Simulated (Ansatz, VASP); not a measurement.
**BeTe in VASP and in Ansatz**

File INCAR:

```
PREC = Accurate
ENCUT = 520
EDIFF = 1E-7
ISMEAR = 0
SIGMA = 0.05
LREAL = False
LASPH = True
NELM = 80
ALGO = Normal
ISIF = 2
LWAVE = False
LCHARG = True
GGA = CA
LELF = True
LVHAR = True
NBANDS = 11
```

File KPOINTS:

```
Automatic mesh
0
Gamma
  8 8 8
```

The input POSCAR:

```
BeTe
1.0
    0.0000000000      2.5484000000      2.8808000000
    2.5484000000      0.0000000000      2.8808000000
    2.5484000000      2.5484000000      0.0000000000
Be Te
1 1
Direct
    0.0000000000      0.0000000000      0.0000000000
    0.7500000000      0.7500000000      0.7500000000
```

Input for Ansatz:

```yaml
crystal:
  lattice:
    - [0.0, 2.5484, 2.8808]
    - [2.5484, 0.0, 2.8808]
    - [2.5484, 2.5484, 0.0]
  atoms:
    - { symbol: Be, position: [0.0, 0.0, 0.0] }
    - { symbol: Te, position: [0.75, 0.75, 0.75] }
basis:
  ecutwfc: 420
kpoints:
  mp_grid: { grid: [8, 8, 8] }
hamiltonian:
  xc: lda
scf:
  occupations: { method: gaussian, width: 0.05 }
output:
  forces: true
  stress: true
  eigenvalues: true
```

Change from the starting cell: strain -0.080 along x and y, +0.040 along z, atoms carried along.

Alike in both runs: task single point; functional LDA; k mesh 8 × 8 × 8; occupations gaussian, width 0.05 eV; no spin polarisation.

|  | VASP | Ansatz |
| --- | --- | --- |
| version | VASP 6.6.1 | Ansatz 0.2.0 |
| potentials or method | VASP PAW LDA potentials, release 64 (Be, Te), cutoff 520 eV | scalar-relativistic, plane waves, PAW |
| valence electrons in the cell | 8 | 18 |

|  | VASP | Ansatz | Ansatz less VASP |
| --- | --- | --- | --- |
| gap on the k mesh at the Fermi level (eV) | 0.78 | 0.81 | +0.028 |
| least direct gap on the mesh (eV) | 3.10 | 3.14 | +0.047 |
| pressure (GPa) | 11.7 | 11.2 | -0.46 |
| traceless stress, the component that is largest in VASP (GPa) | -7.18 | -7.20 | -0.024 |

LDA's correlation is that of Perdew and Zunger in VASP and of Perdew and Wang (1992) in Ansatz. VASP's potentials hold 8 valence electrons a cell and Ansatz's 18, so a difference there can come from the potentials and not from the codes.

Spin-orbit coupling is off throughout.
